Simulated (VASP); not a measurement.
# Y (Pm-3m) in VASP: further runs

Y is run at these levels: LDA; tasks: single point, relaxation of cell and atoms.

All numbers are computed with VASP 6.6.1; they aren't measurements. Logs are shortened: lines on timing, memory, paths and dates and some standing lists are left out, and cuts for length are marked.

## (1) The cell of the first run

It takes space group Pm-3m (No. 221, cubic). Conventional cell: a = 3.152 Å, b = 3.152 Å, c = 3.152 Å, α = 90.00°, β = 90.00°, γ = 90.00°. Y (site symmetry m-3m) has 6 Y at 3.15 Å within 4.1 Å.

This isn't the form of Y at room conditions, which is hcp.

## (2) Single point, LDA

File INCAR:

```
SYSTEM = Y
ALGO = Normal
EDIFF = 1E-7
ENCUT = 520
GGA = CA
ISIF = 2
ISMEAR = -1
LASPH = .True.
LCHARG = .False.
LREAL = .False.
LWAVE = .False.
NBANDS = 12
NELM = 100
PREC = Accurate
SIGMA = 0.08
```

File KPOINTS:

```
k-points
0
Gamma
  12 12 12
  0 0 0
```

File POSCAR:

```
Y
1.0
    3.1515627505      0.0000000000      0.0000000000
    0.0000000000      3.1515627505      0.0000000000
    0.0000000000      0.0000000000      3.1515627505
Y
1
Direct
    0.0000000000      0.0000000000      0.0000000000
```

Potentials or basis: VASP PAW LDA potentials, release 64 (Y_sv).

Launch:

```bash
$ cat potpaw_LDA.64/Y_sv/POTCAR > POTCAR
$ mpirun -np 1 vasp_std > vasp.out
```

OUTCAR:

```text
SYSTEM = Y
   EDIFF = 1E-7
   ENCUT = 520
   GGA = CA
   ISIF = 2
   ISMEAR = -1
   LASPH = .True.
   LREAL = .False.
   NELM = 100
   PREC = Accurate

 ion  position               nearest neighbor table
   1  0.000  0.000  0.000-

  LATTYP: Found a simple cubic cell.
 ALAT       =     3.1515627505

  Lattice vectors:

 A1 = (   3.1515627505,   0.0000000000,   0.0000000000)
 A2 = (   0.0000000000,   3.1515627505,   0.0000000000)
 A3 = (   0.0000000000,   0.0000000000,   3.1515627505)

Analysis of symmetry for initial positions (statically):
=====================================================================
 Subroutine PRICEL returns:
 Original cell was already a primitive cell.

 Routine SETGRP: Setting up the symmetry group for a
 simple cubic supercell.

 Subroutine GETGRP returns: Found 48 space group operations
 (whereof 48 operations were pure point group operations)
 out of a pool of 48 trial point group operations.

The static configuration has the point symmetry O_h .

Analysis of symmetry for dynamics (positions and initial velocities):
=====================================================================
 Subroutine PRICEL returns:
 Original cell was already a primitive cell.

 Routine SETGRP: Setting up the symmetry group for a
 simple cubic supercell.

 Subroutine GETGRP returns: Found 48 space group operations
 (whereof 48 operations were pure point group operations)
 out of a pool of 48 trial point group operations.

The dynamic configuration has the point symmetry O_h .

 Subroutine INISYM returns: Found 48 space group operations
 (whereof 48 operations are pure point group operations),
 and found     1 'primitive' translations

----------------------------------------------------------------------------------------

                                     Primitive cell

  volume of cell :      31.3024

  direct lattice vectors                    reciprocal lattice vectors
     3.151562751  0.000000000  0.000000000     0.317302900  0.000000000  0.000000000
     0.000000000  3.151562751  0.000000000     0.000000000  0.317302900  0.000000000
     0.000000000  0.000000000  3.151562751     0.000000000  0.000000000  0.317302900

  length of vectors
     3.151562751  3.151562751  3.151562751     0.317302900  0.317302900  0.317302900

  position of ions in fractional coordinates (direct lattice)
     0.000000000  0.000000000  0.000000000

  ion indices of the primitive-cell ions
   primitive index   ion index
                 1           1

----------------------------------------------------------------------------------------

 KPOINTS: k-points

Automatic generation of k-mesh.
 Grid dimensions read from file:
 generate k-points for:   12   12   12

 Generating k-lattice:

  Cartesian coordinates                     Fractional coordinates (reciprocal lattice)
     0.026441908  0.000000000  0.000000000     0.083333333  0.000000000  0.000000000
     0.000000000  0.026441908  0.000000000     0.000000000  0.083333333  0.000000000
     0.000000000  0.000000000  0.026441908     0.000000000  0.000000000  0.083333333

  Length of vectors
     0.026441908  0.026441908  0.026441908

  Shift w.r.t. Gamma in fractional coordinates (k-lattice)
     0.000000000  0.000000000  0.000000000

 Subroutine IBZKPT returns following result:
 ===========================================

 Found     84 irreducible k-points:

 Following reciprocal coordinates:
            Coordinates               Weight
  0.000000  0.000000  0.000000      1.000000
  0.083333  0.000000  0.000000      6.000000
  0.166667  0.000000  0.000000      6.000000
  0.250000  0.000000  0.000000      6.000000
  0.333333  0.000000  0.000000      6.000000
  0.416667  0.000000  0.000000      6.000000
[... 16 lines left out ...]
  0.333333  0.333333  0.000000     12.000000
  0.416667  0.333333  0.000000     24.000000
 [... further k-points ...]
   k-points           NKPTS =     84   k-points in BZ     NKDIM =     84   number of bands    NBANDS=     12
   number of dos      NEDOS =    301   number of ions     NIONS =      1
   total plane-waves  NPLWV =  13824
   dimension x,y,z NGX =    24 NGY =   24 NGZ =   24
   dimension x,y,z NGXF=    48 NGYF=   48 NGZF=   48
   ions per type =               1
   NGX,Y,Z   is equivalent  to a cutoff of  12.66, 12.66, 12.66 a.u.
   NGXF,Y,Z  is equivalent  to a cutoff of  25.32, 25.32, 25.32 a.u.
 SYSTEM =  Y
   PREC   = accura    normal or accurate (medium, high low for compatibility)
   ISTART =      0    job   : 0-new  1-cont  2-samecut
   ICHARG =      2    charge: 1-file 2-atom 10-const
   ISPIN  =      1    spin polarized calculation?
   LNONCOLLINEAR =      F non collinear calculations
   LSORBIT =      F    spin-orbit coupling
   LASPH  =      T    aspherical Exc in radial PAW
   ENCUT  =  520.0 eV  38.22 Ry    6.18 a.u.   5.86  5.86  5.86*2*pi/ulx,y,z
   NELM   =    100;   NELMIN=  2; NELMDL= -5     # of ELM steps
   EDIFF  = 0.1E-06   stopping-criterion for ELM
   LREAL  =      F    real-space projection
   EDIFFG = 0.1E-05   stopping-criterion for IOM
   NSW    =      0    number of steps for IOM
   IBRION =     -1    ionic relax: 0-MD 1-quasi-New 2-CG
   NFREE  =      0    steps in history (QN), initial steepest desc. (CG)
   ISIF   =      2    stress and relaxation
   ISYM   =      2    0-nonsym 1-usesym 2-fastsym
   POTIM  = 0.5000    time-step for ionic-motion
   TEBEG  =    0.0;   TEEND  =   0.0 temperature during run
   PSTRESS=    0.0 pullay stress
   NELECT =      11.0000    total number of electrons
   NUPDOWN=      -1.0000    fix difference up-down
   EMIN   =  10.00;   EMAX   =-10.00  energy-range for DOS
   EFERMI =   0.00;   METHOD = LEGACY
   ISMEAR =    -1;   SIGMA  =   0.08  broadening in eV -4-tet -1-fermi 0-gaus
   EFERMI_NEDOS =   21; number of points for ismear=-14 and -15
   IALGO  =     38    algorithm
   IMIX   =      4    mixing-type and parameters
     AMIX     =   0.40;   BMIX     =  1.00
     AMIX_MAG =   1.60;   BMIX_MAG =  1.00
  volume/ion in A,a.u.               =      31.30       211.24
  Fermi-wavevector in a.u.,A,eV,Ry     =   1.155260  2.183125 18.158687  1.334626
  Thomas-Fermi vector in A             =   2.291890
   LORBIT       =      0    0 simple, 1 ext, 2 COOP (PROOUT), +10 PAW based schemes
   GGA     = CA    functional components
   LHFCALC =     F    Hartree Fock is set to
   AEXX    =    0.0000 exact exchange contribution
   IVDW    =     0    specifies the selected vdW correction
   LEPSILON=     F    determine dielectric tensor
   LRPA    =     F    only Hartree local field effects (RPA)
 non-spin polarized calculation
  energy-cutoff  :      520.00
  volume of cell :       31.30
 maximum number of plane-waves:       868
 NGX is ok and might be reduce to    24
   NGX = 11   NGY = 11   NGZ = 11

 number of electron      11.0000000 magnetization

 Free energy of the ion-electron system (eV)
  ---------------------------------------------------
  ext. energy  EPLUGINS =         0.00000000
  ---------------------------------------------------
  free energy    TOTEN  =        -6.20733049 eV

  energy without entropy =       -6.15735587  energy(sigma->0) =       -6.18234318

 E-fermi :   3.0402     XC(G=0):  -9.7676

 val. band max:        3.0338482791   @ k =   0.2500   0.2500   0.0000
 cond. band min:       3.0565199673   @ k =   0.5000   0.0000   0.0000
 fundamental gap:      0.0226716881
 Fermi energy:         3.0402350708

 k-point     1 :       0.0000    0.0000    0.0000
  band No.  band energies     occupation
      1     -39.5056      2.00000
      2     -19.1519      2.00000
      3     -19.1519      2.00000
      4     -19.1519      2.00000
      5      -1.5381      2.00000
      6       2.2726      1.99986
      7       2.2726      1.99986
      8       8.8323      0.00000
      9       8.8323      0.00000
     10       8.8323      0.00000
     11      13.9487      0.00000
     12      13.9487      0.00000

 k-point     2 :       0.0833    0.0000    0.0000
  band No.  band energies     occupation
      1     -39.4987      2.00000
      2     -19.2226      2.00000
      3     -19.1459      2.00000
      4     -19.1459      2.00000
      5      -1.3862      2.00000
      6       2.3181      1.99976
      7       2.4173      1.99917
      8       8.5239      0.00000
      9       8.5239      0.00000
     10       8.8516      0.00000
     11      13.2581      0.00000
     12      14.3246      0.00000

 k-point     3 :       0.1667    0.0000    0.0000
  band No.  band energies     occupation
      1     -39.4800      2.00000
      2     -19.4115      2.00000
      3     -19.1296      2.00000
      4     -19.1296      2.00000
      5      -0.9660      2.00000
      6       2.4467      1.99880
      7       2.8132      1.88938
      8       7.8382      0.00000
      9       7.8382      0.00000
     10       8.9052      0.00000
     11      12.0162      0.00000
     12      15.1953      0.00000
[... 286 lines left out ...]
 k-point    23 :       0.3333    0.3333    0.0000
  band No.  band energies     occupation
      1     -39.3528      2.00000
      2     -19.8110      2.00000
      3     -19.7872      2.00000
      4     -19.0204      2.00000
      5       1.4196      2.00000
      6       2.7566      1.94388
      7       5.4987      0.00000
      8       5.7912      0.00000
      9       6.8220      0.00000
     10       7.0728      0.00000
     11      11.4220      0.00000
     12      13.3706      0.00000

 k-point    24 :       0.4167    0.3333    0.0000
  band No.  band energies     occupation
      1     -39.3341      2.00000
      2     -19.9617      2.00000
      3     -19.7742      2.00000
      4     -19.0045      2.00000
      5       1.4322      2.00000
      6       2.7887      1.91736
      7       5.6622      0.00000
      8       6.5240      0.00000
      9       6.5654      0.00000
     10       7.0724      0.00000
     11      11.1299      0.00000
     12      13.8998      0.00000

 [... further k-points ...]

------------------------ aborting loop because EDIFF is reached ----------------------------------------

  FORCE on cell =-STRESS in cart. coord.  units (eV):
  Direction    XX          YY          ZZ          XY          YZ          ZX
  --------------------------------------------------------------------------------------
  -------------------------------------------------------------------------------------
  Total       -0.1317632     -0.1317632     -0.1317632      0.0000000     -0.0000000      0.0000000
  in kB       -6.7441429     -6.7441429     -6.7441429      0.0000000     -0.0000000      0.0000000
  external PRESSURE =      -6.7441429 kB  Pullay stress =       0.0000000 kB

 VOLUME and BASIS-vectors are now :
 -----------------------------------------------------------------------------
  energy-cutoff  :      520.00
  volume of cell :       31.30
      direct lattice vectors                 reciprocal lattice vectors
     3.151562751  0.000000000  0.000000000     0.317302900  0.000000000  0.000000000
     0.000000000  3.151562751  0.000000000     0.000000000  0.317302900  0.000000000
     0.000000000  0.000000000  3.151562751     0.000000000  0.000000000  0.317302900

 POSITION                                       TOTAL-FORCE (eV/Angst)
 -----------------------------------------------------------------------------------
      0.00000      0.00000      0.00000         0.000000      0.000000      0.000000
 -----------------------------------------------------------------------------------
    total drift:                               -0.000000      0.000000     -0.000000

  FREE ENERGIE OF THE ION-ELECTRON SYSTEM (eV)
  ---------------------------------------------------
  free  energy   TOTEN  =        -6.2073304884 eV

  energy  without entropy=       -6.1573558720  energy(sigma->0) =       -6.18234318
```

Wall time 11 s (1 thread of AMD EPYC 9R45 (Zen 5), shared host); peak memory 0.13 GiB.

Results:

- Free energy: -6.2073 eV
- Pressure: -0.7 GPa
- Band gap on the k mesh: zero (an odd number of electrons rules out a gap without spin polarisation)

Levels at points of the mesh, in eV from the Fermi level:
```
           k point  band 2  band 3  band 4  band 5  band 6  band 7  band 8  band 9
(0.00, 0.00, 0.00)  -22.19  -22.19  -22.19   -4.58   -0.77   -0.77    5.79    5.79
(0.50, 0.00, 0.00)  -23.17  -22.10  -22.10   -1.74    0.02    0.29    2.95    2.95
(0.50, 0.50, 0.00)  -23.02  -23.02  -22.02   -2.12    0.20    3.58    3.58    4.12
(0.50, 0.50, 0.50)  -22.89  -22.89  -22.89   -0.75   -0.75   -0.75    5.78    7.78
```

[end of part 1 of 2]

The gap in the log of VASP goes by the Fermi energy; the results here count the filled bands.